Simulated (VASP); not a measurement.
# ZnO (P6_3mc) in VASP: a series of runs

Runs on ZnO. Level: PBEsol. Tasks: single point.

All numbers are computed with VASP 6.6.1; they aren't measurements. Logs are shortened: lines on timing, memory, paths and dates and some standing lists are left out, and cuts for length are marked.

**1. The cell of the first run**

The structure is hexagonal, space group P6_3mc (No. 186). The conventional cell has a = 3.230 Å, b = 3.230 Å, c = 5.110 Å, α = 90.00°, β = 90.00°, γ = 120.00°. Within 2.6 Å of Zn (site symmetry 3m) lie 4 O at 1.96 to 1.97 Å. Within 2.6 Å of O (site symmetry 3m) lie 4 Zn at 1.96 to 1.97 Å.

**2. Single point, PBEsol (strain along c alone, the other axes held: -2.0 %, then relaxed in part)**

INCAR

```
  PREC = Accurate
  ENCUT = 520
  EDIFF = 1E-6
  ISMEAR = 0
  SIGMA = 0.02
  LREAL = F
  LASPH = T
  NELM = 60
  ALGO = Normal
  ISIF = 2
  LWAVE = F
  LCHARG = F
  GGA = PS
  NBANDS = 26
```

KPOINTS

```
Automatic mesh
0
Gamma
  12 12 6
```

POSCAR

```
ZnO
1.0
    3.2304736098      0.0000000000      0.0000000000
   -1.6152368049      2.7976722123      0.0000000000
    0.0000000000      0.0000000000      5.1097940982
Zn O
2 2
Direct
    0.6666666667      0.3333333333      0.4978735395
    0.3333333333      0.6666666667     -0.0021264605
    0.6666666667      0.3333333333      0.8824364605
    0.3333333333      0.6666666667      0.3824364605
```

Potentials or basis: VASP PAW PBE potentials, release 64 (Zn, O).

Command:

```sh
cat potpaw_PBE.64/Zn/POTCAR potpaw_PBE.64/O/POTCAR > POTCAR
mpirun -np 1 vasp_std > vasp.out
```

OUTCAR:

```text
PREC = Accurate
   ENCUT = 520
   EDIFF = 1E-6
   ISMEAR = 0
   LREAL = F
   LASPH = T
   NELM = 60
   ISIF = 2
   GGA = PS

 ion  position               nearest neighbor table
   1  0.667  0.333  0.498-   4 1.96   4 1.96   4 1.96   3 1.97
   2  0.333  0.667  0.998-   3 1.96   3 1.96   3 1.96   4 1.97
   3  0.667  0.333  0.882-   2 1.96   2 1.96   2 1.96   1 1.97
   4  0.333  0.667  0.382-   1 1.96   1 1.96   1 1.96   2 1.97

  LATTYP: Found a hexagonal cell.
 ALAT       =     3.2304736098
 C/A-ratio  =     1.5817476678

  Lattice vectors:

 A1 = (   3.2304736098,   0.0000000000,   0.0000000000)
 A2 = (  -1.6152368049,   2.7976722123,   0.0000000000)
 A3 = (   0.0000000000,   0.0000000000,   5.1097940982)

Analysis of symmetry for initial positions (statically):
=====================================================================
 Subroutine PRICEL returns:
 Original cell was already a primitive cell.

 Routine SETGRP: Setting up the symmetry group for a
 hexagonal supercell.

 Subroutine GETGRP returns: Found 12 space group operations
 (whereof  6 operations were pure point group operations)
 out of a pool of 24 trial point group operations.

The static configuration has the point symmetry C_3v.
 The point group associated with its full space group is C_6v.

Analysis of symmetry for dynamics (positions and initial velocities):
=====================================================================
 Subroutine PRICEL returns:
 Original cell was already a primitive cell.

 Routine SETGRP: Setting up the symmetry group for a
 hexagonal supercell.

 Subroutine GETGRP returns: Found 12 space group operations
 (whereof  6 operations were pure point group operations)
 out of a pool of 24 trial point group operations.

The dynamic configuration has the point symmetry C_3v.
 The point group associated with its full space group is C_6v.

 Subroutine INISYM returns: Found 12 space group operations
 (whereof  6 operations are pure point group operations),
 and found     1 'primitive' translations

----------------------------------------------------------------------------------------

                                     Primitive cell

  volume of cell :      46.1813

  direct lattice vectors                    reciprocal lattice vectors
     3.230473610  0.000000000  0.000000000     0.309552134  0.178720008  0.000000000
    -1.615236805  2.797672212  0.000000000     0.000000000  0.357440016  0.000000000
     0.000000000  0.000000000  5.109794098     0.000000000  0.000000000  0.195702602

  length of vectors
     3.230473610  3.230473610  5.109794098     0.357440016  0.357440016  0.195702602

  position of ions in fractional coordinates (direct lattice)
     0.666666667  0.333333333  0.497873539
     0.333333333  0.666666667  0.997873539
     0.666666667  0.333333333  0.882436461
     0.333333333  0.666666667  0.382436461

  ion indices of the primitive-cell ions
   primitive index   ion index
                 1           1
                 2           2
                 3           3
                 4           4

----------------------------------------------------------------------------------------

 KPOINTS: Automatic mesh

Automatic generation of k-mesh.
 Grid dimensions read from file:
 generate k-points for:   12   12    6

 Generating k-lattice:

  Cartesian coordinates                     Fractional coordinates (reciprocal lattice)
     0.025796011  0.014893334  0.000000000     0.083333333 -0.000000000  0.000000000
     0.000000000  0.029786668  0.000000000     0.000000000  0.083333333  0.000000000
     0.000000000  0.000000000  0.032617100     0.000000000  0.000000000  0.166666667

  Length of vectors
     0.029786668  0.029786668  0.032617100

  Shift w.r.t. Gamma in fractional coordinates (k-lattice)
     0.000000000  0.000000000  0.000000000

 Subroutine IBZKPT returns following result:
 ===========================================

 Found     76 irreducible k-points:

 Following reciprocal coordinates:
            Coordinates               Weight
  0.000000  0.000000  0.000000      1.000000
  0.083333  0.000000  0.000000      6.000000
  0.166667  0.000000  0.000000      6.000000
  0.250000  0.000000  0.000000      6.000000
  0.333333  0.000000  0.000000      6.000000
  0.416667  0.000000  0.000000      6.000000
[... 16 lines left out ...]
  0.250000  0.000000  0.166667     12.000000
  0.333333  0.000000  0.166667     12.000000
 [... further k-points ...]
   k-points           NKPTS =     76   k-points in BZ     NKDIM =     76   number of bands    NBANDS=     26
   number of dos      NEDOS =    301   number of ions     NIONS =      4
   total plane-waves  NPLWV =  23040
   dimension x,y,z NGX =    24 NGY =   24 NGZ =   40
   dimension x,y,z NGXF=    48 NGYF=   48 NGZF=   80
   ions per type =               2   2
   NGX,Y,Z   is equivalent  to a cutoff of  12.35, 12.35, 13.01 a.u.
   NGXF,Y,Z  is equivalent  to a cutoff of  24.70, 24.70, 26.03 a.u.
 SYSTEM =  unknown system
   PREC   = accura    normal or accurate (medium, high low for compatibility)
   ISTART =      0    job   : 0-new  1-cont  2-samecut
   ICHARG =      2    charge: 1-file 2-atom 10-const
   ISPIN  =      1    spin polarized calculation?
   LNONCOLLINEAR =      F non collinear calculations
   LSORBIT =      F    spin-orbit coupling
   LASPH  =      T    aspherical Exc in radial PAW
   ENCUT  =  520.0 eV  38.22 Ry    6.18 a.u.   6.01  6.01  9.50*2*pi/ulx,y,z
   NELM   =     60;   NELMIN=  2; NELMDL= -5     # of ELM steps
   EDIFF  = 0.1E-05   stopping-criterion for ELM
   LREAL  =      F    real-space projection
   EDIFFG = 0.1E-04   stopping-criterion for IOM
   NSW    =      0    number of steps for IOM
   IBRION =     -1    ionic relax: 0-MD 1-quasi-New 2-CG
   NFREE  =      0    steps in history (QN), initial steepest desc. (CG)
   ISIF   =      2    stress and relaxation
   ISYM   =      2    0-nonsym 1-usesym 2-fastsym
   POTIM  = 0.5000    time-step for ionic-motion
   TEBEG  =    0.0;   TEEND  =   0.0 temperature during run
   PSTRESS=    0.0 pullay stress
   NELECT =      36.0000    total number of electrons
   NUPDOWN=      -1.0000    fix difference up-down
   EMIN   =  10.00;   EMAX   =-10.00  energy-range for DOS
   EFERMI =   0.00;   METHOD = LEGACY
   ISMEAR =     0;   SIGMA  =   0.02  broadening in eV -4-tet -1-fermi 0-gaus
   EFERMI_NEDOS =   21; number of points for ismear=-14 and -15
   IALGO  =     38    algorithm
   IMIX   =      4    mixing-type and parameters
     AMIX     =   0.40;   BMIX     =  1.00
     AMIX_MAG =   1.60;   BMIX_MAG =  1.00
  volume/ion in A,a.u.               =      11.55        77.91
  Fermi-wavevector in a.u.,A,eV,Ry     =   1.506677  2.847207 30.886258  2.270076
  Thomas-Fermi vector in A             =   2.617363
   LORBIT       =      0    0 simple, 1 ext, 2 COOP (PROOUT), +10 PAW based schemes
   GGA     = PS    functional components
   LHFCALC =     F    Hartree Fock is set to
   AEXX    =    0.0000 exact exchange contribution
   IVDW    =     0    specifies the selected vdW correction
   LEPSILON=     F    determine dielectric tensor
   LRPA    =     F    only Hartree local field effects (RPA)
 non-spin polarized calculation
 Gauss-broadening in eV      SIGMA  =   0.02
  energy-cutoff  :      520.00
  volume of cell :       46.18
 maximum number of plane-waves:      1269
   NGX = 13   NGY = 13   NGZ = 19

 number of electron      36.0000036 magnetization

 Free energy of the ion-electron system (eV)
  ---------------------------------------------------
  ext. energy  EPLUGINS =         0.00000000
  ---------------------------------------------------
  free energy    TOTEN  =       -19.39105017 eV

  energy without entropy =      -19.39105017  energy(sigma->0) =      -19.39105017

 E-fermi :   1.4582     XC(G=0): -11.3483

 val. band max:        1.3224682844   @ k =   0.0000   0.0000   0.0000
 cond. band min:       2.0653397184   @ k =   0.0000   0.0000   0.0000
 fundamental gap:      0.7428714340
 Fermi energy:         1.4581557191

 k-point     1 :       0.0000    0.0000    0.0000
  band No.  band energies     occupation
      1     -16.9621      2.00000
      2     -16.1443      2.00000
      3      -4.5563      2.00000
      4      -4.5529      2.00000
      5      -4.5529      2.00000
      6      -4.4232      2.00000
[... 18 lines left out ...]
     25      15.4239      0.00000
     26      15.7242      0.00000

 k-point     2 :       0.0833    0.0000    0.0000
  band No.  band energies     occupation
      1     -16.9207      2.00000
      2     -16.1267      2.00000
      3      -4.6067      2.00000
      4      -4.5278      2.00000
      5      -4.4996      2.00000
      6      -4.4011      2.00000
[... 18 lines left out ...]
     25      15.5397      0.00000
     26      15.8358      0.00000

 k-point     3 :       0.1667    0.0000    0.0000
  band No.  band energies     occupation
      1     -16.8047      2.00000
      2     -16.0806      2.00000
      3      -4.7281      2.00000
      4      -4.4612      2.00000
      5      -4.4338      2.00000
      6      -4.3501      2.00000
[... 18 lines left out ...]
     25      15.4971      0.00000
     26      15.6977      0.00000

 k-point     4 :       0.2500    0.0000    0.0000
  band No.  band energies     occupation
      1     -16.6354      2.00000
      2     -16.0230      2.00000
      3      -4.8506      2.00000
      4      -4.4765      2.00000
      5      -4.3773      2.00000
      6      -4.2342      2.00000
[... 18 lines left out ...]
     25      14.6673      0.00000
     26      15.5854      0.00000
[... 496 lines left out ...]
      1     -16.7578      2.00000
      2     -16.1305      2.00000
      3      -4.7620      2.00000
      4      -4.5968      2.00000
      5      -4.4532      2.00000
      6      -4.3643      2.00000
[... 18 lines left out ...]
     25      14.6731      0.00000
     26      15.4448      0.00000

 k-point    23 :       0.2500    0.0000    0.1667
  band No.  band energies     occupation
      1     -16.5946      2.00000
      2     -16.0638      2.00000
      3      -4.8855      2.00000
      4      -4.6127      2.00000
      5      -4.3649      2.00000
      6      -4.2632      2.00000
[... 18 lines left out ...]
     25      14.6597      0.00000
     26      15.4231      0.00000

 k-point    24 :       0.3333    0.0000    0.1667
  band No.  band energies     occupation
      1     -16.4152      2.00000
      2     -16.0073      2.00000
      3      -4.9508      2.00000
      4      -4.6574      2.00000
      5      -4.2879      2.00000
      6      -4.1446      2.00000
[... 18 lines left out ...]
     25      14.8057      0.00000
     26      15.3708      0.00000

 [... further k-points ...]
[... 5 lines left out ...]
  --------------------------------------------------------------------------------------
  -------------------------------------------------------------------------------------
  Total        0.9584374      0.9584374      1.5249849      0.0000000      0.0000000      0.0000000
  in kB       33.2512458     33.2512458     52.9065804      0.0000000      0.0000000      0.0000000
  external PRESSURE =      39.8030240 kB  Pullay stress =       0.0000000 kB

 VOLUME and BASIS-vectors are now :
 -----------------------------------------------------------------------------
  energy-cutoff  :      520.00
  volume of cell :       46.18
      direct lattice vectors                 reciprocal lattice vectors
     3.230473610  0.000000000  0.000000000     0.309552134  0.178720008  0.000000000
    -1.615236805  2.797672212  0.000000000     0.000000000  0.357440016  0.000000000
     0.000000000  0.000000000  5.109794098     0.000000000  0.000000000  0.195702602

 POSITION                                       TOTAL-FORCE (eV/Angst)
 -----------------------------------------------------------------------------------
      1.61524      0.93256      2.54403         0.000000     -0.000000     -0.003052
     -0.00000      1.86511      5.09893        -0.000000     -0.000000     -0.003052
      1.61524      0.93256      4.50907         0.000000      0.000000      0.003052
     -0.00000      1.86511      1.95417        -0.000000     -0.000000      0.003052
 -----------------------------------------------------------------------------------
    total drift:                                0.000001      0.000001     -0.000764

  FREE ENERGIE OF THE ION-ELECTRON SYSTEM (eV)
  ---------------------------------------------------
  free  energy   TOTEN  =       -19.3910501685 eV

  energy  without entropy=      -19.3910501685  energy(sigma->0) =      -19.39105017
```

It took 29 s on 1 thread of Intel Xeon 6975P-C (Granite Rapids), shared host; peak memory 0.2 GiB.

What came out:

| Property | Result |
| --- | --- |
| Free energy | -19.3911 eV |
| Pressure | 4.0 GPa |
| Largest force | 0.003 eV/Å |
| Band gap on the k mesh | 0.74 eV, direct |

Forces on the atoms (eV/Å):
```
Zn   0.000  0.000 -0.003
Zn   0.000  0.000 -0.003
O    0.000  0.000  0.003
O    0.000  0.000  0.003
```

Caveat: the cell differs from its parent crystal (strain along c alone, the other axes held: -2.0 %, then relaxed in part); the PAW data sets were made with another functional, which shifts forces and pressure a little.

**3. Single point, PBEsol**

INCAR

```
SYSTEM = ZnO
ALGO = Normal ; EDIFF = 1E-6
ENCUT = 520 ; GGA = PS
ISIF = 2 ; ISMEAR = 0
LASPH = .TRUE. ; LCHARG = .FALSE.
LREAL = .FALSE. ; LWAVE = .FALSE.
NBANDS = 26 ; NELM = 60
PREC = Accurate ; SIGMA = 0.02
```

KPOINTS

```
k-points
0
G
  12 12 6
  0 0 0
```

POSCAR is that of step 2.

Potentials or basis: VASP PAW PBE potentials, release 64 (Zn, O).

Command:

```sh
cat potpaw_PBE.64/Zn/POTCAR potpaw_PBE.64/O/POTCAR > POTCAR
mpirun -np 1 vasp_std > vasp.out
```

OUTCAR:

```text
SYSTEM = ZnO
   EDIFF = 1E-6
   ENCUT = 520
   GGA = PS
   ISIF = 2
   ISMEAR = 0
   LASPH = .TRUE.
   LREAL = .FALSE.
   NELM = 60
   PREC = Accurate

 ion  position               nearest neighbor table
   1  0.667  0.333  0.498-   4 1.96   4 1.96   4 1.96   3 1.97
   2  0.333  0.667  0.998-   3 1.96   3 1.96   3 1.96   4 1.97
   3  0.667  0.333  0.882-   2 1.96   2 1.96   2 1.96   1 1.97
   4  0.333  0.667  0.382-   1 1.96   1 1.96   1 1.96   2 1.97

  LATTYP: Found a hexagonal cell.
[... 889 lines left out ...]
     25      14.8057      0.00000
     26      15.3708      0.00000

 [... further k-points ...]
[... 5 lines left out ...]
  --------------------------------------------------------------------------------------
  -------------------------------------------------------------------------------------
  Total        0.9584374      0.9584374      1.5249849      0.0000000      0.0000000      0.0000000
  in kB       33.2512458     33.2512458     52.9065804      0.0000000      0.0000000      0.0000000
  external PRESSURE =      39.8030240 kB  Pullay stress =       0.0000000 kB

 VOLUME and BASIS-vectors are now :
 -----------------------------------------------------------------------------
  energy-cutoff  :      520.00
  volume of cell :       46.18
      direct lattice vectors                 reciprocal lattice vectors
     3.230473610  0.000000000  0.000000000     0.309552134  0.178720008  0.000000000
    -1.615236805  2.797672212  0.000000000     0.000000000  0.357440016  0.000000000
     0.000000000  0.000000000  5.109794098     0.000000000  0.000000000  0.195702602

 POSITION                                       TOTAL-FORCE (eV/Angst)
 -----------------------------------------------------------------------------------
      1.61524      0.93256      2.54403         0.000000     -0.000000     -0.003052
     -0.00000      1.86511      5.09893        -0.000000     -0.000000     -0.003052
      1.61524      0.93256      4.50907         0.000000      0.000000      0.003052
     -0.00000      1.86511      1.95417        -0.000000     -0.000000      0.003052
 -----------------------------------------------------------------------------------
    total drift:                                0.000001      0.000001     -0.000764

  FREE ENERGIE OF THE ION-ELECTRON SYSTEM (eV)
  ---------------------------------------------------
  free  energy   TOTEN  =       -19.3910501685 eV

  energy  without entropy=      -19.3910501685  energy(sigma->0) =      -19.39105017
```

OSZICAR:

```text
N       E                     dE             d eps       ncg     rms          rms(c)
DAV:   1     0.293708525768E+03    0.29371E+03   -0.18154E+04  4018   0.205E+03
DAV:   2     0.892198371424E+01   -0.28479E+03   -0.26735E+03  4120   0.414E+02
DAV:   3    -0.216056842056E+02   -0.30528E+02   -0.30117E+02  4360   0.138E+02
DAV:   4    -0.221932945707E+02   -0.58761E+00   -0.58626E+00  4458   0.195E+01
DAV:   5    -0.221960998834E+02   -0.28053E-02   -0.28051E-02  4232   0.140E+00    0.147E+01
DAV:   6    -0.192592928776E+02    0.29368E+01   -0.55279E+00  6186   0.597E+01    0.952E+00
DAV:   7    -0.194387478227E+02   -0.17945E+00   -0.26263E+00  4034   0.158E+01    0.564E+00
DAV:   8    -0.194386696889E+02    0.78134E-04   -0.48674E-01  5802   0.723E+00    0.162E+00
DAV:   9    -0.193889095276E+02    0.49760E-01   -0.92872E-02  5842   0.607E+00    0.342E-01
DAV:  10    -0.193910224335E+02   -0.21129E-02   -0.37723E-02  3994   0.132E+00    0.115E-01
DAV:  11    -0.193910215624E+02    0.87110E-06   -0.62269E-04  4226   0.258E-01    0.258E-02
DAV:  12    -0.193910518936E+02   -0.30331E-04   -0.29022E-05  4346   0.741E-02    0.182E-02
DAV:  13    -0.193910508080E+02    0.10857E-05   -0.81910E-06  4532   0.744E-02    0.843E-03
DAV:  14    -0.193910501685E+02    0.63948E-06   -0.35122E-06  3672   0.277E-02
   1 F= -.19391050E+02 E0= -.19391050E+02  d E =-.267358E-24
```

stdout:

```text
POSCAR found type information on POSCAR ZnO
 POSCAR found :  2 types and       4 ions
 scaLAPACK will be used
 -----------------------------------------------------------------------------
|                                                                             |
|                                                                             |
|     You enforced a specific xc type in the INCAR file but a different       |
|     I HOPE YOU KNOW WHAT YOU ARE DOING!                                     |
|                                                                             |
 -----------------------------------------------------------------------------

 LDA part: xc-table for (Slater+PW92), standard interpolation
 POSCAR, INCAR and KPOINTS ok, starting setup
 FFT: planning ... GRIDC
 FFT: planning ... GRID_SOFT
 FFT: planning ... GRID
 WAVECAR not read
 entering main loop
```

Wall time 30 s (1 thread of Intel Xeon 6975P-C (Granite Rapids), shared host); peak memory 0.21 GiB.

Results:

```yaml
Free_energy: -19.3911 eV
Pressure: 4.0 GPa
Largest_force: 0.003 eV/Å
Band_gap_on_the_k_mesh: 0.74 eV, direct
```

Forces on the atoms (eV/Å):
```
Zn   0.000  0.000 -0.003
Zn   0.000  0.000 -0.003
O    0.000  0.000  0.003
O    0.000  0.000  0.003
```

Levels at points of the mesh, in eV from the valence-band top:
```tsv
k point	band 16	band 17	band 18	band 19	band 20	band 21
(0.00, 0.00, 0.00)	-0.10	0.00	0.00	0.74	5.15	8.34
(0.50, 0.00, 0.00)	-2.43	-1.31	-0.92	5.81	6.72	7.62
(0.00, 0.00, 0.50)	-0.41	-0.41	-0.41	3.46	3.46	10.16
(0.50, 0.00, 0.50)	-1.62	-1.36	-1.36	5.65	5.65	8.51
```

Caveat: the PAW data sets were made with another functional, which shifts forces and pressure a little.

(Continued in part 2 of 2.)
